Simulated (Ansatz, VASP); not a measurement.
## PbS: VASP beside Ansatz

The input POSCAR:

```
PbS
1.0
    4.1234513013      0.0000000000      0.0000000000
   -2.0617256507      3.5710135782      0.0000000000
    0.0000000000      0.0000000000      7.3337316572
Pb S
2 2
Direct
    0.0000000000      0.0000000000      0.0000000000
    0.0000000000      0.0000000000      0.5000000000
    0.3333333333      0.6666666667      0.2500000000
    0.6666666667      0.3333333333      0.7500000000
```

The input INCAR.step1:

```
SYSTEM = PbS
  PREC = Accurate
  ENCUT = 400
  EDIFF = 1E-5
  ISMEAR = -1
  SIGMA = 0.02
  LREAL = .False.
  LASPH = .True.
  NELM = 120
  ALGO = Normal
  ISIF = 2
  LWAVE = .True.
  LCHARG = .False.
  NBANDS = 28
  GGA = PE
  GGA_COMPAT = .False.
  KPAR = 4
```

File INCAR.step2:

```
SYSTEM = PbS
  PREC = Accurate
  ENCUT = 400
  EDIFF = 1E-6
  ISMEAR = -1
  SIGMA = 0.02
  LREAL = .False.
  LASPH = .True.
  NELM = 120
  ALGO = Normal
  ISIF = 2
  LWAVE = .False.
  LCHARG = .False.
  GGA = PE
  LHFCALC = .True.
  HFSCREEN = 0.2079
  PRECFOCK = Normal
  NBANDS = 28
  ISTART = 1
  GGA_COMPAT = .False.
  KPAR = 4
```

Contents of KPOINTS:

```
Automatic mesh
0
Gamma
  6 6 2
  0 0 0
```

Input for Ansatz:

```yaml
crystal:
  lattice:
    - [4.1234513013, 0.0, 0.0]
    - [-2.0617256507, 3.5710135782, 0.0]
    - [0.0, 0.0, 7.3337316572]
  atoms:
    - { symbol: Pb, position: [0.0, 0.0, 0.0] }
    - { symbol: Pb, position: [0.0, 0.0, 0.5] }
    - { symbol: S, position: [0.3333333333, 0.6666666667, 0.25] }
    - { symbol: S, position: [0.6666666667, 0.3333333333, 0.75] }
kpoints:
  mp_grid: { grid: [6, 6, 2] }
  band_path:
    path:
      - [0.0, 0.0, 0.0]
      - [0.5, 0.0, 0.0]
      - [0.3333333333, 0.3333333333, 0.0]
      - [0.0, 0.0, 0.5]
      - [0.5, 0.0, 0.5]
      - [0.3333333333, 0.3333333333, 0.5]
    npoints: 1
hamiltonian:
  xc: hse06
scf:
  occupations: { method: fermi_dirac, width: 0.02 }
  n_extra_bands: 5
output:
  forces: true
  stress: true
  eigenvalues: true
```

Alike in both runs: task single point; functional HSE06; k mesh 6 × 6 × 2; occupations fermi-dirac, width 0.02 eV; no spin polarisation.

```csv
,VASP,Ansatz
version,VASP 6.6.1,Ansatz 0.2.0
potentials or method,"VASP PAW PBE potentials, release 64 (Pb_d, S)","plane waves, PAW"
plane-wave cutoff (eV),400,420
valence electrons in the cell,40,40
```

Ansatz gave:

- pressure (GPa): -0.1
- traceless stress, the component that is largest in VASP (GPa): -0.25

Q: Which values does VASP return?

A: Pressure (GPa): -0.2; traceless stress, the component that is largest in VASP (GPa): -0.25.

The functional is the same, so the differences come from potentials, cutoffs and numerics. Ansatz's warnings: stress exchange threshold loose, stress scf threshold loose.

The k mesh is coarse, so the values compare programs but aren't converged. Spin-orbit coupling is off throughout.
